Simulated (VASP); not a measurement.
# NaCl (F-43m) in VASP: further runs

NaCl is run at these levels: PBE-based screened hybrid with 5 % exact exchange, PBE-based screened hybrid with 30 % exact exchange, PBE-based screened hybrid with 75 % exact exchange, PBE-based global hybrid with 20 % exact exchange; tasks: single point.

Everything below comes from runs of VASP 6.6.1. Logs are shortened: lines on timing, memory, paths and dates and some standing lists are left out, and cuts for length are marked.

## 1. The cell of the first run

It takes space group F-43m (No. 216, cubic). Conventional cell: a = 6.175 Å, b = 6.175 Å, c = 6.175 Å, α = 90.00°, β = 90.00°, γ = 90.00°. Na (site symmetry -43m) has 4 Cl at 2.67 Å within 3.5 Å. Within 3.5 Å of Cl (site symmetry -43m) lie 4 Na at 2.67 Å.

## 2. Single point, PBE-based screened hybrid with 5 % exact exchange

Contents of POSCAR:

```
NaCl
1.0
    0.0000000000      3.0872727782      3.0872727782
    3.0872727782      0.0000000000      3.0872727782
    3.0872727782      3.0872727782      0.0000000000
Na Cl
1 1
Direct
    0.0000000000      0.0000000000      0.0000000000
    0.2500000000      0.2500000000      0.2500000000
```

Contents of INCAR.step1:

```
  ALGO = Normal
  EDIFF = 1E-5
  ENCUT = 520
  GGA = PE
  ISIF = 2
  ISMEAR = 0
  LASPH = T
  LREAL = F
  LWAVE = T
  NBANDS = 14
  NELM = 60
  PREC = Accurate
  SIGMA = 0.01
```

Contents of INCAR.step2:

```
  AEXX = 0.05
  ALGO = Normal
  EDIFF = 1E-6
  ENCUT = 520
  GGA = PE
  HFSCREEN = 0.1
  ISIF = 2
  ISMEAR = 0
  ISTART = 1
  LASPH = T
  LCHARG = T
  LELF = T
  LHFCALC = T
  LREAL = F
  LVHAR = T
  LWAVE = F
  NBANDS = 14
  NELM = 60
  PREC = Accurate
  PRECFOCK = Normal
  SIGMA = 0.01
```

Contents of KPOINTS:

```
k-points
0
Gamma
  4 4 4
```

Potentials or basis: VASP PAW PBE potentials, release 64 (Na_pv, Cl).

The run is started by

```sh
cat potpaw_PBE.64/Na_pv/POTCAR potpaw_PBE.64/Cl/POTCAR > POTCAR
cp INCAR.step1 INCAR
mpirun -np 1 vasp_std > vasp.out
cp INCAR.step2 INCAR
mpirun -np 1 vasp_std > vasp.out
```

OUTCAR:

```text
AEXX = 0.05
   EDIFF = 1E-6
   ENCUT = 520
   GGA = PE
   HFSCREEN = 0.1
   ISIF = 2
   ISMEAR = 0
   ISTART = 1
   LASPH = T
   LHFCALC = T
   LREAL = F
   NELM = 60
   PREC = Accurate
   PRECFOCK = Normal

 ion  position               nearest neighbor table
   1  0.000  0.000  0.000-   2 2.67   2 2.67   2 2.67   2 2.67
   2  0.250  0.250  0.250-   1 2.67   1 2.67   1 2.67   1 2.67

  LATTYP: Found a face centered cubic cell.
 ALAT       =     6.1745455564

  Lattice vectors:

 A1 = (   0.0000000000,   3.0872727782,   3.0872727782)
 A2 = (   3.0872727782,   0.0000000000,   3.0872727782)
 A3 = (   3.0872727782,   3.0872727782,   0.0000000000)

Analysis of symmetry for initial positions (statically):
=====================================================================
 Subroutine PRICEL returns:
 Original cell was already a primitive cell.

 Routine SETGRP: Setting up the symmetry group for a
 face centered cubic supercell.

 Subroutine GETGRP returns: Found 24 space group operations
 (whereof 24 operations were pure point group operations)
 out of a pool of 48 trial point group operations.

The static configuration has the point symmetry T_d .

Analysis of symmetry for dynamics (positions and initial velocities):
=====================================================================
 Subroutine PRICEL returns:
 Original cell was already a primitive cell.

 Routine SETGRP: Setting up the symmetry group for a
 face centered cubic supercell.

 Subroutine GETGRP returns: Found 24 space group operations
 (whereof 24 operations were pure point group operations)
 out of a pool of 48 trial point group operations.

The dynamic configuration has the point symmetry T_d .

 Subroutine INISYM returns: Found 24 space group operations
 (whereof 24 operations are pure point group operations),
 and found     1 'primitive' translations

----------------------------------------------------------------------------------------

                                     Primitive cell

  volume of cell :      58.8512

  direct lattice vectors                    reciprocal lattice vectors
     0.000000000  3.087272778  3.087272778    -0.161955239  0.161955239  0.161955239
     3.087272778  0.000000000  3.087272778     0.161955239 -0.161955239  0.161955239
     3.087272778  3.087272778  0.000000000     0.161955239  0.161955239 -0.161955239

  length of vectors
     4.366063034  4.366063034  4.366063034     0.280514702  0.280514702  0.280514702

  position of ions in fractional coordinates (direct lattice)
     0.000000000  0.000000000  0.000000000
     0.250000000  0.250000000  0.250000000

  ion indices of the primitive-cell ions
   primitive index   ion index
                 1           1
                 2           2

----------------------------------------------------------------------------------------

 KPOINTS: k-points

Automatic generation of k-mesh.
 Grid dimensions read from file:
 generate k-points for:    4    4    4

 Generating k-lattice:

  Cartesian coordinates                     Fractional coordinates (reciprocal lattice)
    -0.040488810  0.040488810  0.040488810     0.250000000  0.000000000  0.000000000
     0.040488810 -0.040488810  0.040488810     0.000000000  0.250000000  0.000000000
     0.040488810  0.040488810 -0.040488810     0.000000000  0.000000000  0.250000000

  Length of vectors
     0.070128676  0.070128676  0.070128676

  Shift w.r.t. Gamma in fractional coordinates (k-lattice)
     0.000000000  0.000000000  0.000000000

 Subroutine IBZKPT returns following result:
 ===========================================

 Found      8 irreducible k-points:

 Following reciprocal coordinates:
            Coordinates               Weight
  0.000000  0.000000  0.000000      1.000000
  0.250000  0.000000  0.000000      8.000000
  0.500000  0.000000  0.000000      4.000000
  0.250000  0.250000  0.000000      6.000000
  0.500000  0.250000  0.000000     24.000000
 -0.250000  0.250000  0.000000     12.000000
  0.500000  0.500000  0.000000      3.000000
 -0.250000  0.500000  0.250000      6.000000
   k-points           NKPTS =      8   k-points in BZ     NKDIM =     64   number of bands    NBANDS=     14
   number of dos      NEDOS =    301   number of ions     NIONS =      2
   total plane-waves  NPLWV =  32768
   dimension x,y,z NGX =    32 NGY =   32 NGZ =   32
   dimension x,y,z NGXF=    64 NGYF=   64 NGZF=   64
   ions per type =               1   1
   NGX,Y,Z   is equivalent  to a cutoff of  12.18, 12.18, 12.18 a.u.
   NGXF,Y,Z  is equivalent  to a cutoff of  24.37, 24.37, 24.37 a.u.
 SYSTEM =  unknown system
   PREC   = accura    normal or accurate (medium, high low for compatibility)
   ISTART =      1    job   : 0-new  1-cont  2-samecut
   ICHARG =      0    charge: 1-file 2-atom 10-const
   ISPIN  =      1    spin polarized calculation?
   LNONCOLLINEAR =      F non collinear calculations
   LSORBIT =      F    spin-orbit coupling
[... 78 lines left out ...]
     11       8.9637      0.00000
     12      10.7592      0.00000
     13      10.7592      0.00000
     14      13.1693      0.00000

 k-point     2 :       0.2500    0.0000    0.0000
  band No.  band energies     occupation
      1     -23.6585      2.00000
      2     -23.6521      2.00000
      3     -23.6521      2.00000
      4     -14.9213      2.00000
      5      -3.2404      2.00000
      6      -2.6890      2.00000
      7      -2.6890      2.00000
      8       3.8455      0.00000
      9       7.7852      0.00000
     10       8.9129      0.00000
     11       8.9130      0.00000
     12      10.5287      0.00000
     13      10.5287      0.00000
     14      11.7540      0.00000

 k-point     3 :       0.5000    0.0000    0.0000
  band No.  band energies     occupation
      1     -23.6656      2.00000
      2     -23.6529      2.00000
      3     -23.6529      2.00000
      4     -14.8466      2.00000
      5      -3.7135      2.00000
      6      -2.7358      2.00000
      7      -2.7358      2.00000
      8       5.2851      0.00000
      9       6.6230      0.00000
     10       8.3837      0.00000
     11       8.3837      0.00000
     12      12.0824      0.00000
     13      12.6605      0.00000
     14      12.6605      0.00000

 k-point     4 :       0.2500    0.2500    0.0000
  band No.  band energies     occupation
      1     -23.6591      2.00000
      2     -23.6533      2.00000
      3     -23.6533      2.00000
      4     -14.8974      2.00000
      5      -3.2246      2.00000
      6      -2.7981      2.00000
      7      -2.7981      2.00000
      8       4.1331      0.00000
      9       7.6215      0.00000
     10       8.0952      0.00000
     11       9.6280      0.00000
     12       9.6280      0.00000
     13      11.5692      0.00000
     14      14.2419      0.00000

 k-point     5 :       0.5000    0.2500    0.0000
  band No.  band energies     occupation
      1     -23.6647      2.00000
      2     -23.6556      2.00000
      3     -23.6541      2.00000
      4     -14.8233      2.00000
      5      -3.5211      2.00000
      6      -3.0299      2.00000
      7      -2.8442      2.00000
      8       5.3804      0.00000
      9       6.7373      0.00000
     10       7.8289      0.00000
     11       9.3514      0.00000
     12      10.5662      0.00000
     13      12.8655      0.00000
     14      13.1722      0.00000

 k-point     6 :      -0.2500    0.2500    0.0000
  band No.  band energies     occupation
      1     -23.6628      2.00000
      2     -23.6557      2.00000
      3     -23.6529      2.00000
      4     -14.8477      2.00000
      5      -3.4315      2.00000
      6      -3.0582      2.00000
      7      -2.7377      2.00000
      8       5.2756      0.00000
      9       7.0053      0.00000
     10       7.6467      0.00000
     11       9.0074      0.00000
     12      10.4753      0.00000
     13      12.3320      0.00000
     14      13.1592      0.00000

 k-point     7 :       0.5000    0.5000    0.0000
  band No.  band energies     occupation
      1     -23.6668      2.00000
      2     -23.6552      2.00000
      3     -23.6552      2.00000
      4     -14.7995      2.00000
      5      -3.6195      2.00000
      6      -2.9470      2.00000
      7      -2.9470      2.00000
      8       4.7222      0.00000
      9       6.7822      0.00000
     10       8.3599      0.00000
     11      10.9121      0.00000
     12      10.9121      0.00000
     13      12.8515      0.00000
     14      12.9980      0.00000

 k-point     8 :      -0.2500    0.5000    0.2500
  band No.  band energies     occupation
      1     -23.6650      2.00000
      2     -23.6569      2.00000
      3     -23.6552      2.00000
      4     -14.7990      2.00000
      5      -3.3288      2.00000
      6      -3.2740      2.00000
      7      -2.9915      2.00000
      8       5.5396      0.00000
      9       7.2960      0.00000
     10       7.8188      0.00000
     11       8.3630      0.00000
     12      11.9415      0.00000
     13      12.0816      0.00000
     14      13.0265      0.00000

------------------------ aborting loop because EDIFF is reached ----------------------------------------

  FORCE on cell =-STRESS in cart. coord.  units (eV):
  Direction    XX          YY          ZZ          XY          YZ          ZX
  --------------------------------------------------------------------------------------
  -------------------------------------------------------------------------------------
  Total        0.2353286      0.2353286      0.2353286     -0.0000000      0.0000000     -0.0000000
  in kB        6.4066400      6.4066400      6.4066400     -0.0000000      0.0000000     -0.0000000
  external PRESSURE =       6.4066400 kB  Pullay stress =       0.0000000 kB

 VOLUME and BASIS-vectors are now :
 -----------------------------------------------------------------------------
  energy-cutoff  :      520.00
  volume of cell :       58.85
      direct lattice vectors                 reciprocal lattice vectors
     0.000000000  3.087272778  3.087272778    -0.161955239  0.161955239  0.161955239
     3.087272778  0.000000000  3.087272778     0.161955239 -0.161955239  0.161955239
     3.087272778  3.087272778  0.000000000     0.161955239  0.161955239 -0.161955239

 POSITION                                       TOTAL-FORCE (eV/Angst)
 -----------------------------------------------------------------------------------
      0.00000      0.00000      0.00000         0.000000     -0.000000      0.000000
      1.54364      1.54364      1.54364        -0.000000      0.000000     -0.000000
 -----------------------------------------------------------------------------------
    total drift:                                0.000003      0.000003      0.000005

  FREE ENERGIE OF THE ION-ELECTRON SYSTEM (eV)
  ---------------------------------------------------
  free  energy   TOTEN  =        -6.9027408526 eV

  energy  without entropy=       -6.9027408526  energy(sigma->0) =       -6.90274085
```

Wall time 5.9 min (1 thread of Oxide Virtual Turin-like, shared host); peak memory 0.24 GiB.

Results:

| Item | Value |
| --- | --- |
| Free energy | -6.9027 eV |
| Pressure | 0.6 GPa |
| Band gap on the k mesh | 5.27 eV |

Levels at points of the mesh, in eV from the valence-band top:
| k point | band 4 | band 5 | band 6 | band 7 | band 8 | band 9 | band 10 | band 11 |
| --- | --- | --- | --- | --- | --- | --- | --- | --- |
| (0.00, 0.00, 0.00) | -12.35 | 0.00 | 0.00 | 0.00 | 5.27 | 11.60 | 11.60 | 11.60 |
| (0.50, 0.00, 0.00) | -12.21 | -1.07 | -0.09 | -0.09 | 7.93 | 9.26 | 11.02 | 11.02 |
| (0.50, 0.50, 0.00) | -12.16 | -0.98 | -0.31 | -0.31 | 7.36 | 9.42 | 11.00 | 13.55 |

Caveat: the k points lie up to 0.44 Å⁻¹ apart; the structure was generated, so it needn't be the stable form of NaCl; the PAW data sets were made with another functional, which shifts forces and pressure a little.

## 3. Single point, PBE-based screened hybrid with 30 % exact exchange

POSCAR is that of step 2.

Contents of INCAR.step1:

```
PREC = Accurate ; ENCUT = 520
EDIFF = 1E-5 ; ISMEAR = 0
SIGMA = 0.01 ; LREAL = False
LASPH = True ; NELM = 60
ALGO = Normal ; ISIF = 2
LWAVE = True ; LCHARG = False
NBANDS = 14 ; GGA = PE
```

Contents of INCAR.step2:

```
PREC = Accurate ; ENCUT = 520
EDIFF = 1E-7 ; ISMEAR = 0
SIGMA = 0.01 ; LREAL = False
LASPH = True ; NELM = 60
ALGO = Normal ; ISIF = 2
LWAVE = False ; LCHARG = False
GGA = PE ; LHFCALC = True
AEXX = 0.3 ; HFSCREEN = 0.1
PRECFOCK = Normal ; NBANDS = 14
ISTART = 1
```

Contents of KPOINTS:

```
regular mesh
0
Gamma
  4 4 4
```

Potentials or basis: VASP PAW PBE potentials, release 64 (Na_pv, Cl).

The run is started by

```sh
cat potpaw_PBE.64/Na_pv/POTCAR potpaw_PBE.64/Cl/POTCAR > POTCAR
cp INCAR.step1 INCAR
mpirun -np 1 vasp_std > vasp.out
cp INCAR.step2 INCAR
mpirun -np 1 vasp_std > vasp.out
```

Wall time 15 min (1 thread of Oxide Virtual Turin-like, shared host); peak memory 0.24 GiB.

The run converged. Its results:

```yaml
Free_energy: -8.2554 eV
Pressure: 0.3 GPa
Band_gap_on_the_k_mesh: 6.94 eV
```

Levels at points of the mesh, in eV from the valence-band top:
```csv
k point,band 3,band 4,band 5,band 6,band 7,band 8,band 9,band 10,band 11,band 12
"(0.00, 0.00, 0.00)",-23.06,-13.51,0.00,0.00,0.00,6.94,13.51,13.51,13.51,15.40
"(0.50, 0.00, 0.00)",-23.06,-13.36,-1.13,-0.10,-0.10,9.69,11.01,12.87,12.87,16.54
"(0.50, 0.50, 0.00)",-23.07,-13.30,-1.03,-0.33,-0.33,9.00,11.19,12.96,15.48,15.48
```

Caveat: the k points lie up to 0.44 Å⁻¹ apart; the structure was generated, so it needn't be the stable form of NaCl; the PAW data sets were made with another functional, which shifts forces and pressure a little.

## 4. Single point, PBE-based screened hybrid with 75 % exact exchange

POSCAR is that of step 3.

Contents of INCAR.step1:

```
PREC = Accurate
ENCUT = 520
EDIFF = 1E-5
ISMEAR = 0
SIGMA = 0.01
LREAL = False
LASPH = True
NELM = 60
ALGO = Normal
ISIF = 2
LWAVE = True
NBANDS = 14
GGA = PE
```

Contents of INCAR.step2:

```
PREC = Accurate
ENCUT = 520
EDIFF = 1E-6
ISMEAR = 0
SIGMA = 0.01
LREAL = False
LASPH = True
NELM = 60
ALGO = Normal
ISIF = 2
LWAVE = False
LCHARG = True
GGA = PE
LHFCALC = True
AEXX = 0.75
HFSCREEN = 0.5
PRECFOCK = Normal
LELF = True
LVHAR = True
NBANDS = 14
ISTART = 1
```

Contents of KPOINTS:

```
Automatic mesh
0
Gamma
  4 4 4
```

The run is started by

```sh
cat potpaw_PBE.64/Na_pv/POTCAR potpaw_PBE.64/Cl/POTCAR > POTCAR
cp INCAR.step1 INCAR
mpirun -np 1 vasp_std > vasp.out
cp INCAR.step2 INCAR
mpirun -np 1 vasp_std > vasp.out
```

Run time: 13 min. Hardware: 1 thread of Oxide Virtual Turin-like, shared host; peak memory 0.24 GiB.

Results (log left out):

* Free energy: -8.5842 eV
* Pressure: 0.0 GPa
* Band gap on the k mesh: 7.01 eV

Levels at points of the mesh, in eV from the valence-band top:
| k point | band 5 | band 6 | band 7 | band 8 | band 9 | band 10 |
| --- | --- | --- | --- | --- | --- | --- |
| (0.00, 0.00, 0.00) | 0.00 | 0.00 | 0.00 | 7.01 | 13.60 | 13.60 |
| (0.50, 0.00, 0.00) | -1.05 | -0.10 | -0.10 | 9.75 | 11.08 | 12.92 |
| (0.50, 0.50, 0.00) | -0.97 | -0.32 | -0.32 | 9.04 | 11.24 | 13.10 |

Caveat: the k points lie up to 0.44 Å⁻¹ apart; the structure was generated, so it needn't be the stable form of NaCl; the PAW data sets were made with another functional, which shifts forces and pressure a little.

## 5. Single point, PBE-based global hybrid with 20 % exact exchange

POSCAR is that of step 4.

Contents of INCAR.step1:

```
SYSTEM = NaCl
ALGO = Normal ; EDIFF = 1E-5
ENCUT = 520 ; GGA = PE
ISIF = 2 ; ISMEAR = 0
LASPH = .True. ; LREAL = .False.
LWAVE = .True. ; NBANDS = 14
NELM = 80 ; PREC = Accurate
SIGMA = 0.01
```

Contents of INCAR.step2:

```
SYSTEM = NaCl
AEXX = 0.2 ; ALGO = Normal
EDIFF = 1E-6 ; ENCUT = 520
GGA = PE ; ISIF = 2
ISMEAR = 0 ; ISTART = 1
LASPH = .True. ; LCHARG = .True.
LELF = .True. ; LHFCALC = .True.
LREAL = .False. ; LVHAR = .True.
LWAVE = .False. ; NBANDS = 14
NELM = 80 ; PREC = Accurate
PRECFOCK = Normal ; SIGMA = 0.01
```

Contents of KPOINTS:

```
k-points
0
Gamma
  4 4 4
  0 0 0
```

The run is started by

```sh
cat potpaw_PBE.64/Na_pv/POTCAR potpaw_PBE.64/Cl/POTCAR > POTCAR
cp INCAR.step1 INCAR
mpirun -np 1 vasp_std > vasp.out
cp INCAR.step2 INCAR
mpirun -np 1 vasp_std > vasp.out
```

Run time: 7.3 min. Hardware: 1 thread of Oxide Virtual Turin-like, shared host; peak memory 0.15 GiB.

Results (log left out):

```
Free energy            : -7.9285 eV
Pressure               : 0.4 GPa
Band gap on the k mesh : 6.58 eV
```

Levels at points of the mesh, in eV from the valence-band top:
```
           k point  band 4  band 5  band 6  band 7  band 8  band 9  band 10  band 11
(0.00, 0.00, 0.00)  -13.05    0.00    0.00    0.00    6.58   13.07    13.07    13.07
(0.50, 0.00, 0.00)  -12.90   -1.11   -0.10   -0.10    9.30   10.63    12.45    12.45
(0.50, 0.50, 0.00)  -12.85   -1.01   -0.32   -0.32    8.66   10.80    12.49    15.03
```

Caveat: the k points lie up to 0.44 Å⁻¹ apart; the structure was generated, so it needn't be the stable form of NaCl; the PAW data sets were made with another functional, which shifts forces and pressure a little.

## 6. Overview

```csv
level,share of exact exchange,screening parameter,gap on the mesh (eV),pressure (GPa)
PBE-based screened hybrid with 5 % exact exchange,0.05,0.1 1/Å,5.27,0.6
PBE-based screened hybrid with 30 % exact exchange,0.3,0.1 1/Å,6.94,0.3
PBE-based screened hybrid with 75 % exact exchange,0.75,0.5 1/Å,7.01,0.0
PBE-based global hybrid with 20 % exact exchange,0.2,-,6.58,0.4
```

Alike in all rows: task single point; potentials or basis VASP PAW PBE potentials, release 64 (Na_pv, Cl); no spin polarisation; cell as given; k mesh 4 × 4 × 4; cutoff (eV) 520; smearing gaussian 0.01 eV.

Caveats: all runs use coarse meshes; the structure was generated, so it needn't be the stable form of NaCl; the PAW data sets were made with another functional, which shifts forces and pressure a little.

Absolute energies hang on the potentials; compare differences alone.
